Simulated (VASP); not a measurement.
# I (Cmce) in VASP: notebook

I is run at these levels: RPBE+D4, BLYP+D3(BJ), BLYP+D4, HF; tasks: relaxation of cell and atoms, single point.

Program: VASP 6.6.1. These are calculated values, not measurements. Logs are shortened: lines on timing, memory, paths and dates and some standing lists are left out, and cuts for length are marked.

## Step 1: The cell of the first run

The structure is orthorhombic, space group Cmce (No. 64). The conventional cell has a = 7.270 Å, b = 4.790 Å, c = 9.793 Å, α = 90.00°, β = 90.00°, γ = 90.00°. I (site symmetry m) has 3 I at 2.68 to 3.56 Å within 3.6 Å.

## Step 2: Relaxation of cell and atoms, RPBE+D4

The input, INCAR:

```
PREC = Accurate ; ENCUT = 600
EDIFF = 1E-7 ; ISMEAR = -1
SIGMA = 0.05 ; LREAL = False
LASPH = True ; NELM = 100
ALGO = Normal ; ISIF = 3
LWAVE = False ; LCHARG = False
GGA = RP ; IVDW = 13
IBRION = 2 ; NSW = 60
EDIFFG = -0.01
```

The input, KPOINTS:

```
Automatic mesh
0
Gamma
  7 7 3
```

The input, POSCAR:

```
I
1.0
    3.6350350000     -2.3950200000      0.0000000000
    3.6350350000      2.3950200000      0.0000000000
    0.0000000000      0.0000000000      9.7934400000
I
4
Direct
    0.6493000000      0.3507000000      0.3844000000
    0.1493000000      0.8507000000      0.1156000000
    0.3507000000      0.6493000000      0.6156000000
    0.8507000000      0.1493000000      0.8844000000
```

Potentials or basis: VASP PAW PBE potentials, release 64 (I).

Command:

```sh
$ cat potpaw_PBE.64/I/POTCAR > POTCAR
$ mpirun -np 1 vasp_std > vasp.out
```

OUTCAR:

```text
PREC = Accurate
   ENCUT = 600
   EDIFF = 1E-7
   ISMEAR = -1
   LREAL = False
   LASPH = True
   NELM = 100
   ISIF = 3
   GGA = RP
   IVDW = 13
   IBRION = 2
   NSW = 60
   EDIFFG = -0.01

 ion  position               nearest neighbor table
   1  0.649  0.351  0.384-   3 2.68   2 3.56   2 3.56
   2  0.149  0.851  0.116-   4 2.68   1 3.56   1 3.56
   3  0.351  0.649  0.616-   1 2.68   4 3.56   4 3.56
   4  0.851  0.149  0.884-   2 2.68   3 3.56   3 3.56

  LATTYP: Found a base centered orthorhombic cell.
 ALAT       =     4.7900400000
 B/A-ratio  =     1.5177472422
 C/A-ratio  =     2.0445424255

  Lattice vectors:

 A1 = (  -3.6350350000,  -2.3950200000,   0.0000000000)
 A2 = (   3.6350350000,  -2.3950200000,   0.0000000000)
 A3 = (   0.0000000000,   0.0000000000,   9.7934400000)

Analysis of symmetry for initial positions (statically):
=====================================================================
 Subroutine PRICEL returns:
 Original cell was already a primitive cell.

 Routine SETGRP: Setting up the symmetry group for a
 base centered orthorhombic supercell.

 Subroutine GETGRP returns: Found  8 space group operations
 (whereof  4 operations were pure point group operations)
 out of a pool of  8 trial point group operations.

The static configuration has the point symmetry C_2h.
 The point group associated with its full space group is D_2h.

Analysis of symmetry for dynamics (positions and initial velocities):
=====================================================================
 Subroutine PRICEL returns:
 Original cell was already a primitive cell.

 Routine SETGRP: Setting up the symmetry group for a
 base centered orthorhombic supercell.

 Subroutine GETGRP returns: Found  8 space group operations
 (whereof  4 operations were pure point group operations)
 out of a pool of  8 trial point group operations.

The dynamic configuration has the point symmetry C_2h.
 The point group associated with its full space group is D_2h.

 Subroutine INISYM returns: Found  8 space group operations
 (whereof  4 operations are pure point group operations),
 and found     1 'primitive' translations

----------------------------------------------------------------------------------------

                                     Primitive cell

  volume of cell :     170.5230

  direct lattice vectors                    reciprocal lattice vectors
     3.635035000 -2.395020000  0.000000000     0.137550257 -0.208766524  0.000000000
     3.635035000  2.395020000  0.000000000     0.137550257  0.208766524  0.000000000
     0.000000000  0.000000000  9.793440000     0.000000000  0.000000000  0.102109167

  length of vectors
     4.353113857  4.353113857  9.793440000     0.250007070  0.250007070  0.102109167

  position of ions in fractional coordinates (direct lattice)
     0.649300000  0.350700000  0.384400000
     0.149300000  0.850700000  0.115600000
     0.350700000  0.649300000  0.615600000
     0.850700000  0.149300000  0.884400000

  ion indices of the primitive-cell ions
   primitive index   ion index
                 1           1
                 2           2
                 3           3
                 4           4

----------------------------------------------------------------------------------------

 KPOINTS: Automatic mesh

Automatic generation of k-mesh.
 Grid dimensions read from file:
 generate k-points for:    7    7    3

 Generating k-lattice:

  Cartesian coordinates                     Fractional coordinates (reciprocal lattice)
     0.019650037 -0.029823789  0.000000000     0.142857143  0.000000000  0.000000000
     0.019650037  0.029823789  0.000000000     0.000000000  0.142857143  0.000000000
     0.000000000  0.000000000  0.034036389     0.000000000  0.000000000  0.333333333

  Length of vectors
     0.035715296  0.035715296  0.034036389

  Shift w.r.t. Gamma in fractional coordinates (k-lattice)
     0.000000000  0.000000000  0.000000000

 Subroutine IBZKPT returns following result:
 ===========================================

 Found     32 irreducible k-points:

 Following reciprocal coordinates:
            Coordinates               Weight
  0.000000  0.000000  0.000000      1.000000
  0.142857  0.000000  0.000000      4.000000
  0.285714  0.000000  0.000000      4.000000
  0.428571  0.000000  0.000000      4.000000
  0.142857  0.142857  0.000000      2.000000
  0.285714  0.142857  0.000000      4.000000
[... 16 lines left out ...]
  0.428571  0.142857  0.333333      8.000000
 -0.428571  0.142857  0.333333      8.000000
 [... further k-points ...]
   k-points           NKPTS =     32   k-points in BZ     NKDIM =     32   number of bands    NBANDS=     18
   number of dos      NEDOS =    301   number of ions     NIONS =      4
   total plane-waves  NPLWV = 103680
   dimension x,y,z NGX =    36 NGY =   36 NGZ =   80
   dimension x,y,z NGXF=    72 NGYF=   72 NGZF=  160
   ions per type =               4
   NGX,Y,Z   is equivalent  to a cutoff of  13.75, 13.75, 13.58 a.u.
   NGXF,Y,Z  is equivalent  to a cutoff of  27.50, 27.50, 27.16 a.u.
 SYSTEM =  unknown system
   PREC   = accura    normal or accurate (medium, high low for compatibility)
   ISTART =      0    job   : 0-new  1-cont  2-samecut
   ICHARG =      2    charge: 1-file 2-atom 10-const
   ISPIN  =      1    spin polarized calculation?
   LNONCOLLINEAR =      F non collinear calculations
   LSORBIT =      F    spin-orbit coupling
   LASPH  =      T    aspherical Exc in radial PAW
   ENCUT  =  600.0 eV  44.10 Ry    6.64 a.u.   8.69  8.69 19.56*2*pi/ulx,y,z
   NELM   =    100;   NELMIN=  2; NELMDL= -5     # of ELM steps
   EDIFF  = 0.1E-06   stopping-criterion for ELM
   LREAL  =      F    real-space projection
   EDIFFG = -.1E-01   stopping-criterion for IOM
   NSW    =     60    number of steps for IOM
   IBRION =      2    ionic relax: 0-MD 1-quasi-New 2-CG
   NFREE  =      1    steps in history (QN), initial steepest desc. (CG)
   ISIF   =      3    stress and relaxation
   ISYM   =      2    0-nonsym 1-usesym 2-fastsym
   POTIM  = 0.5000    time-step for ionic-motion
   TEBEG  =    0.0;   TEEND  =   0.0 temperature during run
   PSTRESS=    0.0 pullay stress
   NELECT =      28.0000    total number of electrons
   NUPDOWN=      -1.0000    fix difference up-down
   EMIN   =  10.00;   EMAX   =-10.00  energy-range for DOS
   EFERMI =   0.00;   METHOD = LEGACY
   ISMEAR =    -1;   SIGMA  =   0.05  broadening in eV -4-tet -1-fermi 0-gaus
   EFERMI_NEDOS =   21; number of points for ismear=-14 and -15
   IALGO  =     38    algorithm
   IMIX   =      4    mixing-type and parameters
     AMIX     =   0.40;   BMIX     =  1.00
     AMIX_MAG =   1.60;   BMIX_MAG =  1.00
  volume/ion in A,a.u.               =      42.63       287.69
  Fermi-wavevector in a.u.,A,eV,Ry     =   0.896465  1.694073 10.934307  0.803649
  Thomas-Fermi vector in A             =   2.018926
   LORBIT       =      0    0 simple, 1 ext, 2 COOP (PROOUT), +10 PAW based schemes
   GGA     = RP    functional components
   LHFCALC =     F    Hartree Fock is set to
   AEXX    =    0.0000 exact exchange contribution
   IVDW    =    13    specifies the selected vdW correction
   LEPSILON=     F    determine dielectric tensor
   LRPA    =     F    only Hartree local field effects (RPA)
 conjugate gradient relaxation of ions
 non-spin polarized calculation
  energy-cutoff  :      600.00
  volume of cell :      170.52
 maximum number of plane-waves:      5729
   NGX = 17   NGY = 17   NGZ = 39

--------------------------------------- Ionic step        1  -------------------------------------------

 number of electron      28.0000000 magnetization

 Free energy of the ion-electron system (eV)
  ---------------------------------------------------
  ext. energy  EPLUGINS =         0.00000000
  ---------------------------------------------------
  free energy    TOTEN  =        -4.80396213 eV

  energy without entropy =       -4.80396188  energy(sigma->0) =       -4.80396200

------------------------ aborting loop because EDIFF is reached ----------------------------------------

  DFT-D4 for vdW energy calculation

  Edisp (eV):   -2.36070

  FORCE on cell =-STRESS in cart. coord.  units (eV):
  Direction    XX          YY          ZZ          XY          YZ          ZX
  --------------------------------------------------------------------------------------
  -------------------------------------------------------------------------------------
  Total      -0.82920    -0.20327     1.55329     0.00000     0.00000     0.00000
  in kB      -7.79090    -1.90987    14.59423     0.00000     0.00000     0.00000
  external pressure =        1.63 kB  Pullay stress =        0.00 kB
[... 103 lines left out ...]
  FREE ENERGIE OF THE ION-ELECTRON SYSTEM (eV)
  ---------------------------------------------------
  free  energy   TOTEN  =        -7.2351484571 eV

  energy  without entropy=       -7.2351453289  energy(sigma->0) =       -7.23514689

[... ionic steps 4 to 19 ...]

--------------------------------------- Ionic step       20  -------------------------------------------

 number of electron      27.9999996 magnetization

------------------------ aborting loop because EDIFF is reached ----------------------------------------

  DFT-D4 for vdW energy calculation

  Edisp (eV):   -2.82877
[... 73 lines left out ...]
  energy  without entropy=       -7.3776397360  energy(sigma->0) =       -7.37765164

--------------------------------------- Ionic step       22  -------------------------------------------

 number of electron      27.9999996 magnetization

 Free energy of the ion-electron system (eV)
  ---------------------------------------------------
  ext. energy  EPLUGINS =         0.00000000
  ---------------------------------------------------
  free energy    TOTEN  =        -4.55063614 eV

  energy without entropy =       -4.55061253  energy(sigma->0) =       -4.55062434

 E-fermi :   4.3850     XC(G=0):  -8.4583

 val. band max:        3.9447663182   @ k =   0.0000   0.0000   0.0000
 cond. band min:       4.7981468990   @ k =  -0.4286   0.4286   0.0000
 fundamental gap:      0.8533805808
 Fermi energy:         4.3850166685

 k-point     1 :       0.0000    0.0000    0.0000
  band No.  band energies     occupation
      1      -9.8151      2.00000
      2      -8.9598      2.00000
      3      -8.2595      2.00000
      4      -6.7394      2.00000
      5      -0.7865      2.00000
      6       0.9516      2.00000
[... 10 lines left out ...]
     17       8.7712      0.00000
     18       9.7077      0.00000
[... 466 lines left out ...]
      2      -8.8707      2.00000
      3      -7.5695      2.00000
      4      -7.4873      2.00000
      5      -0.7159      2.00000
      6      -0.5769      2.00000
[... 10 lines left out ...]
     17       9.8172      0.00000
     18      10.2518      0.00000

 [... further k-points ...]

------------------------ aborting loop because EDIFF is reached ----------------------------------------

  DFT-D4 for vdW energy calculation

  Edisp (eV):   -2.82707

  FORCE on cell =-STRESS in cart. coord.  units (eV):
  Direction    XX          YY          ZZ          XY          YZ          ZX
  --------------------------------------------------------------------------------------
  -------------------------------------------------------------------------------------
  Total       0.01208     0.03494     0.01909     0.00000     0.00000     0.00000
  in kB       0.12902     0.37329     0.20394     0.00000     0.00000     0.00000
  external pressure =        0.24 kB  Pullay stress =        0.00 kB
[... 19 lines left out ...]
  FREE ENERGIE OF THE ION-ELECTRON SYSTEM (eV)
  ---------------------------------------------------
  free  energy   TOTEN  =        -7.3777020726 eV

  energy  without entropy=       -7.3776784715  energy(sigma->0) =       -7.37769027

 reached required accuracy - stopping structural energy minimisation
```

Run time: 41 min. Hardware: 1 thread of Intel Xeon 8259CL, shared host; peak memory 0.39 GiB.

Results:

| Quantity | Value |
| --- | --- |
| Free energy | -7.3777 eV |
| Relaxed volume | 37.49 Å³/atom |
| Relaxed cell | a = 4.155 Å, b = 4.155 Å, c = 9.618 Å, α = 90.00°, β = 90.00°, γ = 64.59° |
| Space group after relaxing (to 0.1 Å) | Cmce (No. 64) |
| Energy gained by relaxing | 53.3 meV/atom |
| Ionic steps | 22 |
| Pressure after relaxing | 0.0 GPa |
| Band gap on the k mesh | 0.85 eV (least direct gap 1.21 eV) |
| Dispersion energy per atom | -0.707 eV |

Forces in eV/Å, atoms in the order of the input:
```
I    0.000 -0.003  0.000
I    0.000 -0.003  0.000
I    0.000  0.003  0.000
I    0.000  0.003  0.000
```

Step by step:
```csv
step,energy change (eV),largest force (eV/Å),pressure (GPa),volume (Å³)
1,0.0000,0.8919,0.16,170.52
2,-0.0661,0.0369,-1.66,171.56
3,-0.0705,0.1539,-1.34,171.34
4,-0.1444,0.1290,-0.89,163.48
5,-0.1849,0.1716,0.06,153.99
6,-0.1927,0.1571,-0.10,152.91
7,-0.1959,0.1860,-0.26,151.63
8,-0.2012,0.1555,-0.09,150.39
9,-0.2062,0.0806,0.39,147.21
10,-0.2091,0.0409,0.25,147.61
11,-0.2101,0.0057,0.10,148.04
12,-0.2114,0.0076,0.11,148.52
13,-0.2124,0.0356,0.14,149.70
14,-0.2126,0.0116,-0.11,150.97
15,-0.2128,0.0115,-0.01,150.44
16,-0.2128,0.0110,-0.01,150.46
17,-0.2128,0.0058,-0.01,150.35
18,-0.2130,0.0054,-0.01,150.13
19,-0.2130,0.0093,-0.01,150.04
20,-0.2130,0.0044,0.04,149.88
21,-0.2130,0.0041,0.03,149.90
22,-0.2130,0.0030,0.02,149.96
```

Final structure:
```cif
data_structure
_symmetry_space_group_name_H-M 'P 1'
_symmetry_Int_Tables_number 1
_cell_length_a 4.1545
_cell_length_b 4.1545
_cell_length_c 9.6183
_cell_angle_alpha 90.000
_cell_angle_beta 90.000
_cell_angle_gamma 64.592
_cell_volume 149.96
loop_
_atom_site_label
_atom_site_type_symbol
_atom_site_fract_x
_atom_site_fract_y
_atom_site_fract_z
_atom_site_occupancy
I1 I 0.67490 0.32510 0.37772 1
I2 I 0.17490 0.82510 0.12228 1
I3 I 0.32510 0.67490 0.62228 1
I4 I 0.82510 0.17490 0.87772 1
```

Levels at points of the mesh, in eV from the valence-band top:
| k point | band 10 | band 11 | band 12 | band 13 | band 14 | band 15 | band 16 | band 17 | band 18 |
| --- | --- | --- | --- | --- | --- | --- | --- | --- | --- |
| (0.00, 0.00, 0.00) | -1.07 | -0.82 | -0.77 | -0.24 | 0.00 | 1.22 | 2.02 | 4.83 | 5.76 |

Caveat: the PAW data sets were made with another functional, which shifts forces and pressure a little; spin-orbit coupling is left out, which moves the levels of the heavy elements. A k mesh can miss the band edges.

## Step 3: Relaxation of cell and atoms, BLYP+D3(BJ)

The input, INCAR:

```
PREC     = Accurate       # precision mode
ENCUT    = 600            # plane-wave cutoff, eV
EDIFF    = 1E-6           # SCF threshold, eV
ISMEAR   = -1             # smearing method
SIGMA    = 0.05           # smearing width, eV
LREAL    = F              # projectors in reciprocal space
LASPH    = T              # aspherical terms in the spheres
NELM     = 100            # most SCF steps
ALGO     = Normal         # electronic algorithm
ISIF     = 3              # what is computed and relaxed
LWAVE    = F              # write WAVECAR
LCHARG   = F              # write CHGCAR
GGA      = B5             # functional
ALDAX    = 1.0          
AGGAX    = 1.0          
AGGAC    = 1.0          
ALDAC    = 0.0          
IVDW     = 12             # dispersion correction
VDW_S6   = 1.0          
VDW_S8   = 2.6996       
VDW_A1   = 0.4298       
VDW_A2   = 4.2359       
IBRION   = 2              # ionic algorithm
NSW      = 60             # ionic steps
EDIFFG   = -0.01          # ionic threshold
```

The input, KPOINTS:

```
regular mesh
0
Gamma
  7 7 3
```

POSCAR is that of step 2.

Potentials or basis: VASP PAW PBE potentials, release 64 (I).

Command:

```sh
$ cat potpaw_PBE.64/I/POTCAR > POTCAR
$ mpirun -np 1 vasp_std > vasp.out
```

It took 27 min on 1 thread of Intel Xeon 8259CL, shared host; peak memory 0.39 GiB.

It converged, with:

```
Free energy                           : -7.2708 eV
Relaxed volume                        : 39.44 Å³/atom
Relaxed cell                          : a = 4.235 Å, b = 4.235 Å, c = 9.685 Å, α = 90.00°, β = 90.00°, γ = 65.26°
Space group after relaxing (to 0.1 Å) : Cmce (No. 64)
Energy gained by relaxing             : 56.2 meV/atom
Ionic steps                           : 16
Pressure after relaxing               : 0.0 GPa
Largest force after relaxing          : 0.008 eV/Å
Band gap on the k mesh                : 0.83 eV (least direct gap 1.15 eV)
Dispersion energy per atom            : -0.760 eV
```

Forces in eV/Å, atoms in the order of the input:
```
I    0.000 -0.006  0.005
I    0.000 -0.006 -0.005
I    0.000  0.006 -0.005
I    0.000  0.006  0.005
```

Step by step:
| step | energy change (eV) | largest force (eV/Å) | pressure (GPa) | volume (Å³) |
| --- | --- | --- | --- | --- |
| 1 | 0.0000 | 1.1571 | 0.80 | 170.52 |
| 2 | -0.0798 | 0.1214 | -1.95 | 175.76 |
| 3 | -0.1113 | 0.2327 | -1.12 | 173.81 |
| 4 | -0.1655 | 0.1926 | -0.72 | 167.74 |
| 5 | -0.2019 | 0.1590 | 0.26 | 158.32 |
| 6 | -0.2074 | 0.1312 | -0.03 | 158.37 |
| 7 | -0.2076 | 0.1399 | -0.08 | 158.38 |
| 8 | -0.2144 | 0.1181 | 0.01 | 157.87 |
| 9 | -0.2210 | 0.0532 | 0.29 | 156.49 |
| 10 | -0.2213 | 0.0558 | -0.20 | 158.29 |
| 11 | -0.2226 | 0.0343 | 0.03 | 157.44 |
| 12 | -0.2235 | 0.0163 | 0.01 | 157.56 |
| 13 | -0.2242 | 0.0113 | 0.00 | 157.72 |
| 14 | -0.2243 | 0.0220 | 0.00 | 157.79 |
| 15 | -0.2246 | 0.0111 | -0.01 | 157.78 |
| 16 | -0.2247 | 0.0082 | -0.01 | 157.78 |

Final structure:
```
I
1.0
     3.56686   -2.28360    0.00000
     3.56686    2.28360    0.00000
     0.00000    0.00000    9.68532
I
4
Cartesian
  3.5669 -0.7920 3.6575
  3.5669 1.4916 1.1852
  3.5669 0.7920 6.0278
  3.5669 -1.4916 8.5001
```

Levels at points of the mesh, in eV from the valence-band top:
| k point | band 11 | band 12 | band 13 | band 14 | band 15 | band 16 | band 17 | band 18 |
| --- | --- | --- | --- | --- | --- | --- | --- | --- |
| (0.00, 0.00, 0.00) | -0.73 | -0.72 | -0.20 | -0.02 | 1.15 | 1.84 | 5.07 | 5.71 |

Caveat: the PAW data sets were made with another functional, which shifts forces and pressure a little; spin-orbit coupling is left out, which moves the levels of the heavy elements. A k mesh can miss the band edges.

(Part 1 of 2 ends here.)
